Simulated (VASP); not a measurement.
# Ti in VASP: a series of runs

The runs below take Ti through single point, with LDA.

Everything below comes from runs of VASP 6.6.1. Logs are shortened: lines on timing, memory, paths and dates and some standing lists are left out, and cuts for length are marked.

**1. The cell of the first run**

The cell holds a slab with vacuum, 5 atoms: a = 2.864 Å, b = 2.864 Å, c = 24.069 Å, α = 90.00°, β = 90.00°, γ = 120.00°.

**2. Single point, LDA**

Contents of INCAR:

```
PREC     = Accurate       # precision mode
ENCUT    = 400            # plane-wave cutoff, eV
EDIFF    = 1E-6           # SCF threshold, eV
ISMEAR   = 0              # smearing method
SIGMA    = 0.1            # smearing width, eV
LREAL    = F              # projectors in reciprocal space
LASPH    = T              # aspherical terms in the spheres
NELM     = 120            # most SCF steps
ALGO     = Normal         # electronic algorithm
ISIF     = 2              # what is computed and relaxed
LWAVE    = F              # write WAVECAR
LCHARG   = F              # write CHGCAR
LDIPOL   = T            
IDIPOL   = 3            
DIPOL    = 0.5 0.5 0.500
NBANDS   = 38             # bands
GGA_COMPAT= F            
NELMDL   = -8
```

Contents of KPOINTS:

```
Automatic mesh
0
Gamma
  12 12 1
```

Contents of POSCAR:

```
Ti
1.0
    2.8639728619      0.0000000000      0.0000000000
   -1.4319864310      2.4802732542      0.0000000000
    0.0000000000      0.0000000000     24.0694683824
Ti
5
Direct
    0.3333333333      0.6666666667      0.3115980744
    0.6666666667      0.3333333333      0.4057990372
    0.3333333333      0.6666666667      0.5000000000
    0.6666666667      0.3333333333      0.5942009628
    0.3333333333      0.6666666667      0.6884019256
```

Potentials or basis: VASP PAW LDA potentials, release 64 (Ti_sv).

Launch:

```console
$ cat potpaw_LDA.64/Ti_sv/POTCAR > POTCAR
$ mpirun -np 1 vasp_std > vasp.out
```

OUTCAR:

```text
PREC = Accurate
   ENCUT = 400
   EDIFF = 1E-6
   ISMEAR = 0
   LREAL = F
   LASPH = T
   NELM = 120
   ISIF = 2
   NELMDL = -8

 ion  position               nearest neighbor table
   1  0.333  0.667  0.312-   2 2.81   2 2.81   2 2.81
   2  0.667  0.333  0.406-   1 2.81   3 2.81   1 2.81   3 2.81   1 2.81   3 2.81
   3  0.333  0.667  0.500-   2 2.81   4 2.81   2 2.81   4 2.81   2 2.81   4 2.81
   4  0.667  0.333  0.594-   5 2.81   3 2.81   5 2.81   3 2.81   5 2.81   3 2.81
   5  0.333  0.667  0.688-   4 2.81   4 2.81   4 2.81

  LATTYP: Found a hexagonal cell.
 ALAT       =     2.8639728619
 C/A-ratio  =     8.4042236233

  Lattice vectors:

 A1 = (   2.8639728619,   0.0000000000,   0.0000000000)
 A2 = (  -1.4319864310,   2.4802732542,   0.0000000000)
 A3 = (   0.0000000000,   0.0000000000,  24.0694683824)

Analysis of symmetry for initial positions (statically):
=====================================================================
 Subroutine PRICEL returns:
 Original cell was already a primitive cell.

 Routine SETGRP: Setting up the symmetry group for a
 hexagonal supercell.

 Subroutine GETGRP returns: Found 12 space group operations
 (whereof 12 operations were pure point group operations)
 out of a pool of 24 trial point group operations.

The static configuration has the point symmetry D_3h.

Analysis of symmetry for dynamics (positions and initial velocities):
=====================================================================
 Subroutine PRICEL returns:
 Original cell was already a primitive cell.

 Routine SETGRP: Setting up the symmetry group for a
 hexagonal supercell.

 Subroutine GETGRP returns: Found 12 space group operations
 (whereof 12 operations were pure point group operations)
 out of a pool of 24 trial point group operations.

The dynamic configuration has the point symmetry D_3h.

 Subroutine INISYM returns: Found 12 space group operations
 (whereof 12 operations are pure point group operations),
 and found     1 'primitive' translations

----------------------------------------------------------------------------------------

                                     Primitive cell

  volume of cell :     170.9759

  direct lattice vectors                    reciprocal lattice vectors
     2.863972862  0.000000000  0.000000000     0.349165320  0.201590691  0.000000000
    -1.431986431  2.480273254  0.000000000     0.000000000  0.403181383  0.000000000
     0.000000000  0.000000000 24.069468382     0.000000000  0.000000000  0.041546410

  length of vectors
     2.863972862  2.863972862 24.069468382     0.403181383  0.403181383  0.041546410

  position of ions in fractional coordinates (direct lattice)
     0.333333333  0.666666667  0.311598074
     0.666666667  0.333333333  0.405799037
     0.333333333  0.666666667  0.500000000
     0.666666667  0.333333333  0.594200963
     0.333333333  0.666666667  0.688401926

  ion indices of the primitive-cell ions
   primitive index   ion index
                 1           1
                 2           2
                 3           3
                 4           4
                 5           5

----------------------------------------------------------------------------------------

 KPOINTS: Automatic mesh

Automatic generation of k-mesh.
 Grid dimensions read from file:
 generate k-points for:   12   12    1

 Generating k-lattice:

  Cartesian coordinates                     Fractional coordinates (reciprocal lattice)
     0.029097110  0.016799224  0.000000000     0.083333333 -0.000000000  0.000000000
     0.000000000  0.033598449  0.000000000     0.000000000  0.083333333  0.000000000
     0.000000000  0.000000000  0.041546410     0.000000000  0.000000000  1.000000000

  Length of vectors
     0.033598449  0.033598449  0.041546410

  Shift w.r.t. Gamma in fractional coordinates (k-lattice)
     0.000000000  0.000000000  0.000000000

 Subroutine IBZKPT returns following result:
 ===========================================

 Found     19 irreducible k-points:

 Following reciprocal coordinates:
            Coordinates               Weight
  0.000000  0.000000  0.000000      1.000000
  0.083333  0.000000  0.000000      6.000000
  0.166667  0.000000  0.000000      6.000000
  0.250000  0.000000  0.000000      6.000000
  0.333333 -0.000000  0.000000      6.000000
  0.416667 -0.000000  0.000000      6.000000
[... 11 lines left out ...]
  0.333333  0.250000  0.000000     12.000000
  0.333333  0.333333  0.000000      2.000000
   k-points           NKPTS =     19   k-points in BZ     NKDIM =     19   number of bands    NBANDS=     38
   number of dos      NEDOS =    301   number of ions     NIONS =      5
   total plane-waves  NPLWV =  64000
   dimension x,y,z NGX =    20 NGY =   20 NGZ =  160
   dimension x,y,z NGXF=    40 NGYF=   40 NGZF=  320
   ions per type =               5
   NGX,Y,Z   is equivalent  to a cutoff of  11.61, 11.61, 11.05 a.u.
   NGXF,Y,Z  is equivalent  to a cutoff of  23.22, 23.22, 22.10 a.u.
 SYSTEM =  unknown system
   PREC   = accura    normal or accurate (medium, high low for compatibility)
   ISTART =      0    job   : 0-new  1-cont  2-samecut
   ICHARG =      2    charge: 1-file 2-atom 10-const
   ISPIN  =      1    spin polarized calculation?
   LNONCOLLINEAR =      F non collinear calculations
   LSORBIT =      F    spin-orbit coupling
   LASPH  =      T    aspherical Exc in radial PAW
   ENCUT  =  400.0 eV  29.40 Ry    5.42 a.u.   4.67  4.67 39.25*2*pi/ulx,y,z
   NELM   =    120;   NELMIN=  2; NELMDL= -8     # of ELM steps
   EDIFF  = 0.1E-05   stopping-criterion for ELM
   LREAL  =      F    real-space projection
   EDIFFG = 0.1E-04   stopping-criterion for IOM
   NSW    =      0    number of steps for IOM
   IBRION =     -1    ionic relax: 0-MD 1-quasi-New 2-CG
   NFREE  =      0    steps in history (QN), initial steepest desc. (CG)
   ISIF   =      2    stress and relaxation
   ISYM   =      2    0-nonsym 1-usesym 2-fastsym
   POTIM  = 0.5000    time-step for ionic-motion
   TEBEG  =    0.0;   TEEND  =   0.0 temperature during run
   PSTRESS=    0.0 pullay stress
   NELECT =      60.0000    total number of electrons
   NUPDOWN=      -1.0000    fix difference up-down
   EMIN   =  10.00;   EMAX   =-10.00  energy-range for DOS
   EFERMI =   0.00;   METHOD = LEGACY
   ISMEAR =     0;   SIGMA  =   0.10  broadening in eV -4-tet -1-fermi 0-gaus
   EFERMI_NEDOS =   21; number of points for ismear=-14 and -15
   IALGO  =     38    algorithm
   IMIX   =      4    mixing-type and parameters
     AMIX     =   0.40;   BMIX     =  1.00
     AMIX_MAG =   1.60;   BMIX_MAG =  1.00
  volume/ion in A,a.u.               =      34.20       230.76
  Fermi-wavevector in a.u.,A,eV,Ry     =   1.154730  2.182122 18.142012  1.333400
  Thomas-Fermi vector in A             =   2.291364
   LORBIT       =      0    0 simple, 1 ext, 2 COOP (PROOUT), +10 PAW based schemes
   GGA     = CA    functional components
   LHFCALC =     F    Hartree Fock is set to
   AEXX    =    0.0000 exact exchange contribution
   IVDW    =     0    specifies the selected vdW correction
   LEPSILON=     F    determine dielectric tensor
   LRPA    =     F    only Hartree local field effects (RPA)
 non-spin polarized calculation
 Gauss-broadening in eV      SIGMA  =   0.10
  energy-cutoff  :      400.00
  volume of cell :      170.98
 maximum number of plane-waves:      3139
 NGX is ok and might be reduce to    20
   NGX =  9   NGY =  9   NGZ = 79

 number of electron      60.0000013 magnetization

 dipolmoment           0.000000      0.000000     -0.000000 electrons x Angstroem

 Free energy of the ion-electron system (eV)
  ---------------------------------------------------
  ext. energy  EPLUGINS =         0.00000000
  ---------------------------------------------------
  free energy    TOTEN  =       -40.65177880 eV

  energy without entropy =      -40.60560312  energy(sigma->0) =      -40.62869096

 E-fermi :   1.8323     XC(G=0):  -6.6585

 val. band max:        1.8093033244   @ k =   0.4167   0.1667   0.0000
 cond. band min:       1.8395135147   @ k =   0.3333   0.1667   0.0000
 fundamental gap:      0.0302101903
 Fermi energy:         1.8323489258

 k-point     1 :       0.0000    0.0000    0.0000
  band No.  band energies     occupation
      1     -54.3089      2.00000
      2     -54.3080      2.00000
      3     -54.1321      2.00000
      4     -54.0716      2.00000
      5     -53.9943      2.00000
      6     -31.2382      2.00000
[... 30 lines left out ...]
     37       2.7263      0.00000
     38       2.7752      0.00000

 k-point     2 :       0.0833    0.0000    0.0000
  band No.  band energies     occupation
      1     -54.3015      2.00000
      2     -54.3005      2.00000
      3     -54.1236      2.00000
      4     -54.0654      2.00000
      5     -53.9895      2.00000
      6     -31.2218      2.00000
[... 30 lines left out ...]
     37       2.7958      0.00000
     38       2.8241      0.00000

 k-point     3 :       0.1667    0.0000    0.0000
  band No.  band energies     occupation
      1     -54.2808      2.00000
      2     -54.2803      2.00000
      3     -54.1001      2.00000
      4     -54.0481      2.00000
      5     -53.9774      2.00000
      6     -31.1764      2.00000
[... 30 lines left out ...]
     37       2.9324      0.00000
     38       3.1313      0.00000

 k-point     4 :       0.2500    0.0000    0.0000
  band No.  band energies     occupation
      1     -54.2528      2.00000
      2     -54.2524      2.00000
      3     -54.0668      2.00000
      4     -54.0245      2.00000
      5     -53.9618      2.00000
      6     -31.1157      2.00000
[... 30 lines left out ...]
     37       3.1319      0.00000
     38       3.4735      0.00000
[... 498 lines left out ...]
      4     -53.9771      2.00000
      5     -53.9382      2.00000
      6     -31.1130      2.00000
[... 30 lines left out ...]
     37       3.0895      0.00000
     38       3.3785      0.00000

 k-point    18 :       0.3333    0.2500    0.0000
  band No.  band energies     occupation
      1     -54.1856      2.00000
      2     -54.1855      2.00000
      3     -53.9729      2.00000
      4     -53.9681      2.00000
      5     -53.9378      2.00000
      6     -31.1130      2.00000
[... 30 lines left out ...]
     37       3.3388      0.00000
     38       3.5101      0.00000

 k-point    19 :       0.3333    0.3333    0.0000
  band No.  band energies     occupation
      1     -54.1815      2.00000
      2     -54.1814      2.00000
      3     -53.9648      2.00000
      4     -53.9646      2.00000
      5     -53.9387      2.00000
      6     -31.0633      2.00000
[... 30 lines left out ...]
     37       3.4466      0.00000
     38       3.5435      0.00000

------------------------ aborting loop because EDIFF is reached ----------------------------------------

 vacuum level on the upper side and lower side of the slab       (xc-potential included)        -0.241        -0.241

  FORCE on cell =-STRESS in cart. coord.  units (eV):
  Direction    XX          YY          ZZ          XY          YZ          ZX
  --------------------------------------------------------------------------------------
  -------------------------------------------------------------------------------------
  Total       -2.4386106     -2.4386106     -2.7281324      0.0000000      0.0000000      0.0000000
  in kB      -22.8516787    -22.8516787    -25.5647237      0.0000000      0.0000000      0.0000000
  external PRESSURE =     -23.7560270 kB  Pullay stress =       0.0000000 kB

 VOLUME and BASIS-vectors are now :
 -----------------------------------------------------------------------------
  energy-cutoff  :      400.00
  volume of cell :      170.98
      direct lattice vectors                 reciprocal lattice vectors
     2.863972862  0.000000000  0.000000000     0.349165320  0.201590691  0.000000000
    -1.431986431  2.480273254  0.000000000     0.000000000  0.403181383  0.000000000
     0.000000000  0.000000000 24.069468382     0.000000000  0.000000000  0.041546410

 POSITION                                       TOTAL-FORCE (eV/Angst)
 -----------------------------------------------------------------------------------
     -0.00000      1.65352      7.50000         0.000000     -0.000000      0.608048
      1.43199      0.82676      9.76737        -0.000000      0.000000     -0.722291
     -0.00000      1.65352     12.03473         0.000000      0.000000     -0.000000
      1.43199      0.82676     14.30210         0.000000     -0.000000      0.722291
     -0.00000      1.65352     16.56947        -0.000000      0.000000     -0.608048
 -----------------------------------------------------------------------------------
    total drift:                               -0.000000      0.000000     -0.000000

  FREE ENERGIE OF THE ION-ELECTRON SYSTEM (eV)
  ---------------------------------------------------
  free  energy   TOTEN  =       -40.6517788029 eV

  energy  without entropy=      -40.6056031162  energy(sigma->0) =      -40.62869096

 vacuum level on the upper side and lower side of the slab         6.413         6.413
```

Wall time 2.6 min (1 thread of AMD EPYC 7R43 (Zen 3), shared host); peak memory 0.2 GiB.

What came out:

- Free energy: -40.6518 eV
- Largest force: 0.722 eV/Å
- Band gap on the k mesh: zero (band 30 reaches 2.50 eV, above the bottom of band 31 at 1.47 eV)

Forces on the atoms (eV/Å):
```
Ti   0.000  0.000  0.608
Ti   0.000  0.000 -0.722
Ti   0.000  0.000  0.000
Ti   0.000  0.000  0.722
Ti   0.000  0.000 -0.608
```

**3. Single point, LDA**

Contents of INCAR:

```
PREC = Accurate ; ENCUT = 400
EDIFF = 1E-6 ; ISMEAR = 0
SIGMA = 0.1 ; LREAL = False
LASPH = True ; NELM = 120
ALGO = Normal ; ISIF = 2
LWAVE = False ; LCHARG = False
LDIPOL = True ; IDIPOL = 3
DIPOL = 0.5 0.5 0.500 ; NBANDS = 38
GGA_COMPAT = False ; NELMDL = -8
```

KPOINTS is that of step 2.

Contents of POSCAR:

```
Ti
1.0
    2.8639728619      0.0000000000      0.0000000000
   -1.4319864310      2.4802732542      0.0000000000
    0.0000000000      0.0000000000     24.0694683824
Ti
5
Direct
    0.3333333333      0.6666666667      0.3161779720
    0.6666666667      0.3333333333      0.4036873487
    0.3333333333      0.6666666667      0.4999999844
    0.6666666667      0.3333333333      0.5963126530
    0.3333333333      0.6666666667      0.6838220419
```

Potentials or basis: VASP PAW LDA potentials, release 64 (Ti_sv).

Launch:

```console
$ cat potpaw_LDA.64/Ti_sv/POTCAR > POTCAR
$ mpirun -np 1 vasp_std > vasp.out
```

It took 2.5 min on 1 thread of AMD EPYC 7R43 (Zen 3), shared host; peak memory 0.19 GiB.

The run converged. Its results:

```
Free energy            : -40.7653 eV
Largest force          : 0.016 eV/Å
Band gap on the k mesh : zero (band 30 reaches 2.44 eV, above the bottom of band 31 at 1.43 eV)
```

Forces on the atoms (eV/Å):
```
Ti   0.000  0.000 -0.016
Ti   0.000  0.000  0.014
Ti   0.000  0.000  0.000
Ti   0.000  0.000 -0.014
Ti   0.000  0.000  0.016
```

Levels at points of the mesh, in eV from the Fermi level:
| k point | band 26 | band 27 | band 28 | band 29 | band 30 | band 31 | band 32 | band 33 | band 34 | band 35 |
| --- | --- | --- | --- | --- | --- | --- | --- | --- | --- | --- |
| (0.00, 0.00, 0.00) | -0.30 | -0.19 | 0.48 | 0.48 | 0.59 | 0.59 | 0.65 | 0.65 | 0.69 | 0.69 |
| (0.50, 0.00, 0.00) | -1.63 | -1.19 | -0.99 | -0.78 | 0.25 | 0.55 | 0.58 | 0.92 | 1.23 | 1.25 |
